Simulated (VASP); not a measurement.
# O2C2H4 in VASP: notebook

The runs below take O2C2H4 through single point, with revPBE.

Program: VASP 6.6.1. These are calculated values, not measurements. Logs are shortened: lines on timing, memory, paths and dates and some standing lists are left out, and cuts for length are marked.

### Step 1. The cell of the first run

The cell holds a molecule in a box, 8 atoms: a = 12.000 Å, b = 12.000 Å, c = 12.000 Å, α = 90.00°, β = 90.00°, γ = 90.00°.

### Step 2. Single point, revPBE

INCAR reads:

```
SYSTEM = H2CO
ALGO = Normal
EDIFF = 1E-6
EFERMI = MIDGAP
ENCUT = 520
GGA = RE
GGA_COMPAT = .FALSE.
ISIF = 0
ISMEAR = 0
LASPH = .TRUE.
LCHARG = .FALSE.
LREAL = .FALSE.
LWAVE = .FALSE.
NELM = 120
NELMDL = -8
PREC = Accurate
SIGMA = 0.03
```

KPOINTS reads:

```
k-points
0
Gamma
  1 1 1
```

POSCAR reads:

```
H2CO
1.0
   12.0000000000      0.0000000000      0.0000000000
    0.0000000000     12.0000000000      0.0000000000
    0.0000000000      0.0000000000     12.0000000000
O C H
2 2 4
Direct
    0.4478041700      0.4850958300      0.3916875000
    0.4385958300      0.4357375000      0.6079708300
    0.5197541700      0.5248375000      0.4490458300
    0.5246458300      0.5039375000      0.5719041700
    0.5857208300      0.5787458300      0.4135291700
    0.6068208300      0.4674125000      0.5905208300
    0.5230208300      0.5855375000      0.6139791700
    0.3953458300      0.4179625000      0.5421458300
```

Potentials or basis: VASP PAW PBE potentials, release 64 (O, C, H).

Command:

```
cat potpaw_PBE.64/O/POTCAR potpaw_PBE.64/C/POTCAR potpaw_PBE.64/H/POTCAR > POTCAR
mpirun -np 1 vasp_gam > vasp.out
```

OUTCAR:

```text
SYSTEM = H2CO
   EDIFF = 1E-6
   EFERMI = MIDGAP
   ENCUT = 520
   GGA = RE
   ISIF = 0
   ISMEAR = 0
   LASPH = .TRUE.
   LREAL = .FALSE.
   NELM = 120
   NELMDL = -8
   PREC = Accurate

 Found      1 irreducible k-points:

 Following reciprocal coordinates:
            Coordinates               Weight
  0.000000  0.000000  0.000000      1.000000
   k-points           NKPTS =      1   k-points in BZ     NKDIM =      1   number of bands    NBANDS=     17
   number of dos      NEDOS =    301   number of ions     NIONS =      8
   total plane-waves  NPLWV = 729000
   dimension x,y,z NGX =    90 NGY =   90 NGZ =   90
   dimension x,y,z NGXF=   180 NGYF=  180 NGZF=  180
   ions per type =               2   2   4
   NGX,Y,Z   is equivalent  to a cutoff of  12.47, 12.47, 12.47 a.u.
   NGXF,Y,Z  is equivalent  to a cutoff of  24.94, 24.94, 24.94 a.u.
 SYSTEM =  H2CO
   PREC   = accura    normal or accurate (medium, high low for compatibility)
   ISTART =      0    job   : 0-new  1-cont  2-samecut
   ICHARG =      2    charge: 1-file 2-atom 10-const
   ISPIN  =      1    spin polarized calculation?
   LNONCOLLINEAR =      F non collinear calculations
   LSORBIT =      F    spin-orbit coupling
   LASPH  =      T    aspherical Exc in radial PAW
   ENCUT  =  520.0 eV  38.22 Ry    6.18 a.u.  22.31 22.31 22.31*2*pi/ulx,y,z
   NELM   =    120;   NELMIN=  2; NELMDL= -8     # of ELM steps
   EDIFF  = 0.1E-05   stopping-criterion for ELM
   LREAL  =      F    real-space projection
   EDIFFG = 0.1E-04   stopping-criterion for IOM
   NSW    =      0    number of steps for IOM
   IBRION =     -1    ionic relax: 0-MD 1-quasi-New 2-CG
   NFREE  =      0    steps in history (QN), initial steepest desc. (CG)
   ISIF   =      0    stress and relaxation
   ISYM   =      2    0-nonsym 1-usesym 2-fastsym
   POTIM  = 0.5000    time-step for ionic-motion
   TEBEG  =    0.0;   TEEND  =   0.0 temperature during run

   SCALEE = 1.0000    scale energy and forces
   PSTRESS=    0.0 pullay stress
   NELECT =      24.0000    total number of electrons
   NUPDOWN=      -1.0000    fix difference up-down
   EMIN   =  10.00;   EMAX   =-10.00  energy-range for DOS
   EFERMI =   0.00;   METHOD = MIDGAP
   ISMEAR =     0;   SIGMA  =   0.03  broadening in eV -4-tet -1-fermi 0-gaus
   EFERMI_NEDOS =   21; number of points for ismear=-14 and -15
   IALGO  =     38    algorithm
   IMIX   =      4    mixing-type and parameters
     AMIX     =   0.40;   BMIX     =  1.00
     AMIX_MAG =   1.60;   BMIX_MAG =  1.00
  volume/ion in A,a.u.               =     216.00      1457.64
  Fermi-wavevector in a.u.,A,eV,Ry     =   0.393517  0.743640  2.106944  0.154856
  Thomas-Fermi vector in A             =   1.337630
   LORBIT       =      0    0 simple, 1 ext, 2 COOP (PROOUT), +10 PAW based schemes
   GGA     = RE    functional components
   LHFCALC =     F    Hartree Fock is set to
   AEXX    =    0.0000 exact exchange contribution
   IVDW    =     0    specifies the selected vdW correction
   LEPSILON=     F    determine dielectric tensor
   LRPA    =     F    only Hartree local field effects (RPA)

   CSHIFT  =0.1000    complex shift for real part using Kramers Kronig

   OMEGAMAX=  -1.0    maximum frequency
 non-spin polarized calculation
 Gauss-broadening in eV      SIGMA  =   0.03
  energy-cutoff  :      520.00
  volume of cell :     1728.00
 maximum number of plane-waves:     23293
 NGX is ok and might be reduce to    90
   NGX = 45   NGY = 45   NGZ = 45

 number of electron      24.0000012 magnetization

 Free energy of the ion-electron system (eV)
  ---------------------------------------------------
  ext. energy  EPLUGINS =         0.00000000
  ---------------------------------------------------
  free energy    TOTEN  =       -44.73129328 eV

  energy without entropy =      -44.73129328  energy(sigma->0) =      -44.73129328

 E-fermi :  -4.2097     XC(G=0):  -0.7310

 val. band max:       -6.3407401040   @ k =   0.0000   0.0000   0.0000
 cond. band min:      -2.0787480573   @ k =   0.0000   0.0000   0.0000
 fundamental gap:      4.2619920467
 Fermi energy:        -4.2097440806

 k-point     1 :       0.0000    0.0000    0.0000
  band No.  band energies     occupation
      1     -27.0540      2.00000
      2     -25.7887      2.00000
      3     -18.3066      2.00000
      4     -14.6204      2.00000
      5     -12.8815      2.00000
      6     -11.8385      2.00000
[... 9 lines left out ...]
     16       0.4222      0.00000
     17       0.4719      0.00000

------------------------ aborting loop because EDIFF is reached ----------------------------------------

 VOLUME and BASIS-vectors are now :
 -----------------------------------------------------------------------------
  energy-cutoff  :      520.00
  volume of cell :     1728.00
      direct lattice vectors                 reciprocal lattice vectors
    12.000000000  0.000000000  0.000000000     0.083333333  0.000000000  0.000000000
     0.000000000 12.000000000  0.000000000     0.000000000  0.083333333  0.000000000
     0.000000000  0.000000000 12.000000000     0.000000000  0.000000000  0.083333333

 POSITION                                       TOTAL-FORCE (eV/Angst)
 -----------------------------------------------------------------------------------
      5.37365      5.82115      4.70025        -1.420774     -0.769782     -1.198620
      5.26315      5.22885      7.29565        -0.350160     -0.416303      0.846352
      6.23705      6.29805      5.38855         1.190953      0.710439      0.683812
      6.29575      6.04725      6.86285         0.390541      0.277157     -0.012239
      7.02865      6.94495      4.96235         0.243767      0.193140     -0.103514
      7.28185      5.60895      7.08625         0.267282     -0.087122      0.084969
      6.27625      7.02645      7.36775         0.027280      0.250953      0.153003
      4.74415      5.01555      6.50575        -0.348889     -0.158481     -0.453763
 -----------------------------------------------------------------------------------
    total drift:                               -0.000670      0.001455      0.000262

  FREE ENERGIE OF THE ION-ELECTRON SYSTEM (eV)
  ---------------------------------------------------
  free  energy   TOTEN  =       -44.7312932802 eV

  energy  without entropy=      -44.7312932802  energy(sigma->0) =      -44.73129328
```

Wall time 4.2 min (1 thread of Intel Xeon Platinum 8259CL at 2.50GHz (Skylake/Cascade Lake), shared host); peak memory 1.1 GiB.

Results:

```yaml
Free_energy: -44.7313 eV
Largest_force: 2.012 eV/Å
Gap_between_the_frontier_levels: 4.26 eV
```

Forces on the atoms (eV/Å):
```
O   -1.421 -0.770 -1.199
O   -0.350 -0.416  0.846
C    1.191  0.710  0.684
C    0.391  0.277 -0.012
H    0.244  0.193 -0.104
H    0.267 -0.087  0.085
H    0.027  0.251  0.153
H   -0.349 -0.158 -0.454
```

Levels at points of the mesh, in eV from the valence-band top:
| k point | band 10 | band 11 | band 12 | band 13 | band 14 | band 15 |
| --- | --- | --- | --- | --- | --- | --- |
| (0.00, 0.00, 0.00) | -2.17 | -0.14 | 0.00 | 4.26 | 5.79 | 6.32 |

Caveat: the PAW data sets were made with another functional, which shifts forces and pressure a little.

### Step 3. Single point, revPBE

INCAR: that of step 2 with these lines changed.

```diff
@@ -2,5 +2,5 @@
 ALGO = Normal
-EDIFF = 1E-6
+EDIFF = 1E-8
 EFERMI = MIDGAP
-ENCUT = 520
+ENCUT = 720
 GGA = RE
```

KPOINTS is that of step 2.

POSCAR is that of step 2.

Potentials or basis: VASP PAW PBE potentials, release 64 (O, C, H).

Command:

```
cat potpaw_PBE.64/O/POTCAR potpaw_PBE.64/C/POTCAR potpaw_PBE.64/H/POTCAR > POTCAR
mpirun -np 1 vasp_gam > vasp.out
```

It took 9.4 min on 1 thread of Intel Xeon Platinum 8259CL at 2.50GHz (Skylake/Cascade Lake), shared host; peak memory 1.8 GiB.

The run converged. Its results:

```yaml
Free_energy: -44.7718 eV
Largest_force: 1.990 eV/Å
Gap_between_the_frontier_levels: 4.26 eV
```

Forces on the atoms (eV/Å):
```
O   -1.405 -0.762 -1.186
O   -0.336 -0.403  0.831
C    1.183  0.704  0.687
C    0.382  0.272 -0.017
H    0.236  0.187 -0.098
H    0.257 -0.083  0.082
H    0.027  0.241  0.148
H   -0.344 -0.156 -0.446
```

Levels at points of the mesh, in eV from the valence-band top:
| k point | band 9 | band 10 | band 11 | band 12 | band 13 | band 14 | band 15 | band 16 |
| --- | --- | --- | --- | --- | --- | --- | --- | --- |
| (0.00, 0.00, 0.00) | -3.18 | -2.17 | -0.14 | 0.00 | 4.26 | 5.79 | 6.32 | 6.76 |

Caveat: the PAW data sets were made with another functional, which shifts forces and pressure a little.
